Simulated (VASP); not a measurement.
# BN: relaxation of shape and atoms at fixed volume with r2SCAN

The system is BN.

```
B N
1.0
     2.47309    0.00000    0.00000
    -1.23655    2.14176    0.00000
     0.00000    0.00000    6.60611
B N
2 2
Direct
  0.33333 0.66667 0.25000
  0.66667 0.33333 0.75000
  0.33333 0.66667 0.75000
  0.66667 0.33333 0.25000
```

```json
{"Program": "VASP 6.6.1", "Task": "relaxation of shape and atoms at fixed volume", "Functional": "r2SCAN", "Potentials or basis": "VASP PAW PBE potentials, release 64 (B, N)", "Cutoff": "600 eV", "k mesh": "12 × 12 × 4", "Occupations": "gaussian, width 0.02 eV", "Spin": "no spin polarisation", "Dipole correction": "no", "Further INCAR settings": "ALGO = Normal; EDIFF = 1e-06; IBRION = 2; EDIFFG = -0.01; NSW = 50; ISIF = 4"}
```

```yaml
Energy_gained_by_relaxing: 7.2 meV/atom
Ionic_steps: 3
Pressure_after_relaxing: 1.8 GPa
Band_gap_on_the_k_mesh: 4.83 eV (least direct gap 5.23 eV)
```

Step by step:
| step | energy change (eV) | largest force (eV/Å) | pressure (GPa) | volume (Å³) |
| --- | --- | --- | --- | --- |
| 1 | 0.0000 | 0.0000 | 9.59 | 34.99 |
| 2 | -0.0285 | 0.0000 | 1.00 | 34.99 |
| 3 | -0.0288 | 0.0000 | 1.77 | 34.99 |

Final structure:
```
B N
1.0
     2.49878    0.00000    0.00000
    -1.24939    2.16401    0.00000
     0.00000    0.00000    6.47099
B N
2 2
Direct
  0.33333 0.66667 0.25000
  0.66667 0.33333 0.75000
  0.33333 0.66667 0.75000
  0.66667 0.33333 0.25000
```

Levels at points of the mesh, in eV from the valence-band top:
```tsv
k point	band 5	band 6	band 7	band 8	band 9	band 10	band 11	band 12
(0.00, 0.00, 0.00)	-1.37	-1.37	-1.32	-1.32	5.81	11.44	12.31	12.31
(0.50, 0.00, 0.00)	-4.33	-4.24	-1.56	-0.40	4.83	6.45	10.28	10.68
(0.00, 0.00, 0.50)	-1.35	-1.35	-1.35	-1.35	8.47	8.47	12.39	12.39
(0.50, 0.00, 0.50)	-4.29	-4.29	-0.95	-0.95	5.33	5.33	10.70	10.70
```

It took 2.1 min on 1 thread of AMD EPYC 9R45 96-Core Processor (Zen 5) (shared host), peak memory 0.14 GiB.

Caveat: the PAW data sets were made with another functional, which shifts forces and pressure a little. A k mesh can miss the band edges.
